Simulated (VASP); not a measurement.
# C (Fmmm) in VASP: notebook, part 2 of 2

VASP 6.6.1. Earlier steps stand in the parts before.

### Step 5. Single point, PBEsol+D3(BJ) (atoms shifted along a free coordinate)

Contents of INCAR:

```
  PREC = Accurate
  ENCUT = 520
  EDIFF = 1E-7
  ISMEAR = 0
  SIGMA = 0.03
  LREAL = False
  LASPH = True
  NELM = 60
  ALGO = Normal
  ISIF = 2
  LWAVE = False
  LCHARG = False
  GGA = PS
  IVDW = 12
  NBANDS = 11
```

Contents of KPOINTS:

```
Automatic mesh
0
Gamma
  16 16 16
```

Contents of POSCAR:

```
C
1.0
    0.0000000000      2.0894413751      3.2641567761
    1.2071379834      0.0000000000      3.2641567761
    1.2071379834      2.0894413751      0.0000000000
C
2
Direct
    0.1432103113      0.8567896887      0.1432103113
    0.8567896887      0.1432103113      0.8567896887
```

Potentials or basis: VASP PAW PBE potentials, release 64 (C).

On the command line:

```
$ cat potpaw_PBE.64/C/POTCAR > POTCAR
$ mpirun -np 1 vasp_std > vasp.out
```

OUTCAR:

```text
PREC = Accurate
   ENCUT = 520
   EDIFF = 1E-7
   ISMEAR = 0
   LREAL = False
   LASPH = True
   NELM = 60
   ISIF = 2
   GGA = PS
   IVDW = 12
 IVDW          = 12

 ion  position               nearest neighbor table
   1  0.143  0.857  0.143-   2 1.20   2 1.50   2 1.50
   2  0.857  0.143  0.857-   1 1.20   1 1.50   1 1.50

  LATTYP: Found a face centered orthorhombic cell.
 ALAT       =     2.4142759668
 B/A-ratio  =     1.7309051689
 C/A-ratio  =     2.7040461165

  Lattice vectors:

 A1 = (   0.0000000000,   2.0894413751,   3.2641567761)
 A2 = (   1.2071379834,   0.0000000000,   3.2641567761)
 A3 = (   1.2071379834,   2.0894413751,   0.0000000000)

Analysis of symmetry for initial positions (statically):
=====================================================================
 Subroutine PRICEL returns:
 Original cell was already a primitive cell.

 Routine SETGRP: Setting up the symmetry group for a
 face centered orthorhombic supercell.

 Subroutine GETGRP returns: Found  8 space group operations
 (whereof  8 operations were pure point group operations)
 out of a pool of  8 trial point group operations.

The static configuration has the point symmetry D_2h.

[... 172 lines left out ...]
      3      -0.4397      2.00000
      4       5.5212      0.00000
      5       9.2958      0.00000
      6      10.1024      0.00000
      7      16.8027      0.00000
      8      17.8410      0.00000
      9      20.2448      0.00000
     10      28.2421      0.00000
     11      30.1349      0.00000
[... 309 lines left out ...]
 k-point    24 :      -0.0625    0.0625    0.0000
  band No.  band energies     occupation
      1     -14.6141      2.00000
      2      -1.3974      2.00000
      3      -1.0978      2.00000
      4       3.6857      2.00000
      5       9.6652      0.00000
      6      10.9001      0.00000
      7      16.5067      0.00000
      8      18.4539      0.00000
      9      20.5382      0.00000
     10      27.2928      0.00000
     11      29.6946      0.00000

 [... further k-points ...]

------------------------ aborting loop because EDIFF is reached ----------------------------------------

 Edisp (eV)   -0.22481

 E8    (eV) :    -0.1093

  FORCE on cell =-STRESS in cart. coord.  units (eV):
  Direction    XX          YY          ZZ          XY          YZ          ZX
  --------------------------------------------------------------------------------------
  -------------------------------------------------------------------------------------
  Total       1.80800    11.92404    -0.06509     0.00000     0.00000     0.00000
  in kB     175.92242  1160.23438    -6.33323     0.00000     0.00000     0.00000
  external pressure =      443.27 kB  Pullay stress =        0.00 kB

 VOLUME and BASIS-vectors are now :
 -----------------------------------------------------------------------------
  energy-cutoff  :      520.00
  volume of cell :       16.47
      direct lattice vectors                 reciprocal lattice vectors
     0.000000000  2.089441375  3.264156776    -0.414202856  0.239298411  0.153178917
     1.207137983  0.000000000  3.264156776     0.414202856 -0.239298411  0.153178917
     1.207137983  2.089441375  0.000000000     0.414202856  0.239298411 -0.153178917

 POSITION                                       TOTAL-FORCE (eV/Angst)
 -----------------------------------------------------------------------------------
      1.20714      0.59846      3.26416         0.000000     15.682621      0.000000
      1.20714      3.58042      3.26416         0.000000    -15.682621      0.000000
 -----------------------------------------------------------------------------------
    total drift:                                0.000000      0.000000     -0.000000

  FREE ENERGIE OF THE ION-ELECTRON SYSTEM (eV)
  ---------------------------------------------------
  free  energy   TOTEN  =       -18.0205508790 eV

  energy  without entropy=      -18.0203291116  energy(sigma->0) =      -18.02044000
```

OSZICAR:

```text
N       E                     dE             d eps       ncg     rms          rms(c)
DAV:   1    -0.797972186511E+00   -0.79797E+00   -0.40243E+03 13913   0.644E+02
DAV:   2    -0.191841233395E+02   -0.18386E+02   -0.17522E+02 17688   0.116E+02
DAV:   3    -0.196059056164E+02   -0.42178E+00   -0.42080E+00 16967   0.136E+01
DAV:   4    -0.196073705118E+02   -0.14649E-02   -0.14648E-02 15590   0.994E-01
DAV:   5    -0.196073766040E+02   -0.60921E-05   -0.60924E-05 16989   0.583E-02    0.781E+00
DAV:   6    -0.181906217761E+02    0.14168E+01   -0.13582E+00 15066   0.733E+00    0.435E+00
DAV:   7    -0.177938644461E+02    0.39676E+00   -0.12547E+00 15899   0.707E+00    0.133E+00
DAV:   8    -0.177964745847E+02   -0.26101E-02   -0.32220E-02 14881   0.126E+00    0.169E-01
DAV:   9    -0.177956904573E+02    0.78413E-03   -0.24828E-03 15963   0.336E-01    0.662E-02
DAV:  10    -0.177957357570E+02   -0.45300E-04   -0.15072E-04 15440   0.871E-02    0.322E-02
DAV:  11    -0.177957416144E+02   -0.58574E-05   -0.11284E-05 15796   0.265E-02    0.793E-03
DAV:  12    -0.177957408122E+02    0.80213E-06   -0.49074E-06 16131   0.135E-02    0.184E-03
DAV:  13    -0.177957409363E+02   -0.12403E-06   -0.21058E-07 15186   0.310E-03    0.110E-03
DAV:  14    -0.177957408917E+02    0.44560E-07   -0.23918E-08  8450   0.111E-03
   1 F= -.18020551E+02 E0= -.18020440E+02  d E =-.221767E-03
```

stdout:

```text
POSCAR found type information on POSCAR C
 POSCAR found :  1 types and       2 ions
 scaLAPACK will be used
 -----------------------------------------------------------------------------
|                                                                             |
|                                                                             |
|     You enforced a specific xc type in the INCAR file but a different       |
|     I HOPE YOU KNOW WHAT YOU ARE DOING!                                     |
|                                                                             |
 -----------------------------------------------------------------------------

 LDA part: xc-table for (Slater+PW92), standard interpolation
 POSCAR, INCAR and KPOINTS ok, starting setup
 FFT: planning ... GRIDC
 FFT: planning ... GRID_SOFT
 FFT: planning ... GRID
 WAVECAR not read
 entering main loop
```

It took 81 s on 1 thread of AMD EPYC 9R45 (Zen 5), shared host; peak memory 0.19 GiB.

Results:

```yaml
Free_energy: -18.0206 eV
Pressure: 44.3 GPa
Largest_force: 15.683 eV/Å
Band_gap_on_the_k_mesh: zero (bands 4 and 5 overlap by 1.66 eV)
Dispersion_energy_per_atom: -0.112 eV
```

Forces in eV/Å, atoms in the order of the input:
```
C     0.000  15.683   0.000
C     0.000 -15.683   0.000
```

Stress tensor (GPa, compression positive):
```
 17.59   0.00   0.00
  0.00 116.02   0.00
  0.00   0.00  -0.63
```

Caveat: the cell differs from its parent crystal (atoms shifted along a free coordinate); the stress differs along the axes, from -1 to 116 GPa; the PAW data sets were made with another functional, which shifts forces and pressure a little.

### Step 6. Summary

| cell | gap on the mesh (eV) | pressure (GPa) | largest force (eV/Å) |
| --- | --- | --- | --- |
| as given, atomic positions A | none | 24.8 | 6.98 |
| as given, atomic positions B | - | 23.6 | 5.40 |
| as given, atomic positions C | none | 48.9 | 9.28 |
| as given, atomic positions D | none | 44.3 | 15.68 |

Alike in all rows: task single point; level PBEsol+D3(BJ); potentials or basis VASP PAW PBE potentials, release 64 (C); no spin polarisation; k mesh 16 × 16 × 16; cutoff (eV) 520; smearing gaussian 0.03 eV.

Caveats: the PAW data sets were made with another functional, which shifts forces and pressure a little; the stress differs along the axes, from 0 to 56 GPa (at least some runs); the stress differs along the axes, from 0 to 51 GPa (at least some runs); the stress differs along the axes, from 0 to 117 GPa (at least some runs); the stress differs along the axes, from -1 to 116 GPa (at least some runs).

Total energies depend on the potentials used, so only differences within one code and one set of settings carry meaning.
